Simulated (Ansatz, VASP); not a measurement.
Sn: VASP beside Ansatz

```xyz
3
Lattice="4.3548 0.0000 0.0000 -2.1774 3.7714 0.0000 0.0000 0.0000 5.3722" Properties=species:S:1:pos:R:3 pbc="T T T"
Sn    1.4515    0.0000    1.7907
Sn   -0.7257    1.2570    3.5815
Sn    1.4517    2.5143    0.0000
```

Alike in both runs: functional PBE; k mesh 6 × 6 × 4; occupations gaussian, width 0.1 eV; no spin polarisation.

Ansatz relaxed the structure, and its values are those at the end. VASP's run is a single point on that final structure, the one shown.

```csv
,VASP,Ansatz
version,VASP 6.6.1,Ansatz 0.2.0
potentials or method,"VASP PAW PBE potentials, release 64 (Sn_d), cutoff 500 eV","scalar-relativistic, plane waves, PAW"
valence electrons in the cell,42,42
```

VASP gave:

```
gap on the k mesh at the Fermi level (eV) : none
pressure (GPa)                            : -0.1
```

Task: What did Ansatz give for the same quantities?

Result: gap on the k mesh at the Fermi level (eV): none; pressure (GPa): 0.0.

A gap of «none» marks a metal or a gap that the smearing closes. With one functional, cell and mesh, what is left measures potentials, basis and numerics.
